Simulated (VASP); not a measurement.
A run of VASP 6.6.1 is set up as follows.

File INCAR:

```
PREC     = Accurate       # precision mode
ENCUT    = 500            # plane-wave cutoff, eV
EDIFF    = 1E-6           # SCF threshold, eV
ISMEAR   = -1             # smearing method
SIGMA    = 0.06122561905347299 # smearing width, eV
LREAL    = False          # projectors in reciprocal space
LASPH    = True           # aspherical terms in the spheres
NELM     = 120            # most SCF steps
ALGO     = Normal         # electronic algorithm
ISIF     = 2              # what is computed and relaxed
LWAVE    = False          # write WAVECAR
LCHARG   = False          # write CHGCAR
GGA      = PE             # functional
NBANDS   = 14             # bands
GGA_COMPAT= False
```

File KPOINTS:

```
regular mesh
0
Gamma
  17 17 17
```

Contents of POSCAR:

```
Bi
1.0
    3.3410314622      0.0000000000      0.0000000000
    0.0000000000      3.3410314622      0.0000000000
    0.0000000000      0.0000000000      3.3410314622
Bi
1
Direct
    0.0000000000      0.0000000000      0.0000000000
```

Potentials or basis: VASP PAW PBE potentials, release 64 (Bi_d).

Run with:

```bash
$ cat potpaw_PBE.64/Bi_d/POTCAR > POTCAR
$ mpirun -np 1 vasp_std > vasp.out
```

Task: Predict the pressure.

Result: -2.4 GPa.
